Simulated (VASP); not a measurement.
Here is a VASP 6.6.1 calculation.

Contents of INCAR:

```
PREC     = Accurate       # precision mode
ENCUT    = 520            # plane-wave cutoff, eV
EDIFF    = 1E-7           # SCF threshold, eV
ISMEAR   = 0              # smearing method
SIGMA    = 0.05           # smearing width, eV
LREAL    = F              # projectors in reciprocal space
LASPH    = T              # aspherical terms in the spheres
NELM     = 100            # most SCF steps
ALGO     = Normal         # electronic algorithm
ISIF     = 2              # what is computed and relaxed
LWAVE    = F              # write WAVECAR
LCHARG   = F              # write CHGCAR
NBANDS   = 25             # bands
```

The input KPOINTS:

```
Automatic mesh
0
Gamma
  6 6 8
```

Contents of POSCAR:

```
SiO2
1.0
    4.1302000000      0.0000000000      0.0000000000
    0.0000000000      4.1302000000      0.0000000000
    0.0000000000      0.0000000000      2.3420000000
Si O
2 4
Direct
    0.5000000000      0.5000000000      0.5000000000
    0.0000000000      0.0000000000      0.0000000000
    0.6944252994      0.6944252994      0.0000000000
    0.1944252994      0.8055747006      0.5000000000
    0.3055747006      0.3055747006      0.0000000000
    0.8055747006      0.1944252994      0.5000000000
```

Potentials or basis: VASP PAW LDA potentials, release 64 (Si, O).

Run with:

```bash
$ cat potpaw_LDA.64/Si/POTCAR potpaw_LDA.64/O/POTCAR > POTCAR
$ mpirun -np 1 vasp_std > vasp.out
```

**Question.** Estimate the pressure.

**Answer.** 76.6 GPa.

**Question.** Predict the band gap on the k mesh.

**Answer.** 8.47 eV, direct.

**Question.** Predict the largest force.

**Answer.** 1.218 eV/Å.

Stress tensor (GPa, compression positive):
```
 40.91   0.00   0.00
  0.00  40.91   0.00
  0.00   0.00 148.05
```

Caveat: forces of over 1 eV/Å act on the atoms, so gaps and moduli don't describe the material at rest. A hybrid or GW would open this gap; LDA tends to underestimate it.
